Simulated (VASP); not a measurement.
A run of VASP 6.6.1 is set up as follows.

POSCAR

```
LiH
1.0
    1.8328804693      1.8328804693      0.0000000000
   -1.8328804693      1.8328804693      0.0000000000
    0.0000000000      1.8328804693      1.8328804693
Li H
1 1
Direct
    0.0000000000      0.0000000000      0.0000000000
    0.5000000000      0.5000000000      0.0000000000
```

INCAR.step1

```
SYSTEM = LiH
PREC = Accurate
ENCUT = 520
ISMEAR = 0
SIGMA = 0.01
LREAL = .FALSE.
LASPH = .TRUE.
NELM = 60
NBANDS = 9
GGA = PE
ALGO = Normal
EDIFF = 1E-4
LWAVE = .TRUE.
LCHARG = .FALSE.
```

INCAR.step2

```
SYSTEM = LiH
PREC = Accurate
ENCUT = 520
EDIFF = 1E-6
ISMEAR = 0
SIGMA = 0.01
LREAL = .FALSE.
LASPH = .TRUE.
NELM = 60
ALGO = Normal
ISIF = 2
LWAVE = .FALSE.
LCHARG = .FALSE.
METAGGA = R2SCAN
LMIXTAU = .TRUE.
NBANDS = 9
ISTART = 1
```

Contents of KPOINTS:

```
regular mesh
0
G
  10 10 10
  0 0 0
```

Potentials or basis: VASP PAW PBE potentials, release 64 (Li_sv, H).

Command:

```bash
$ cat potpaw_PBE.64/Li_sv/POTCAR potpaw_PBE.64/H/POTCAR > POTCAR
$ cp INCAR.step1 INCAR
$ mpirun -np 1 vasp_std > vasp.out
$ cp INCAR.step2 INCAR
$ mpirun -np 1 vasp_std > vasp.out
```

Question: Estimate the band gap on the k mesh.

Answer: 3.36 eV, direct.

 A k mesh can miss the band edges.
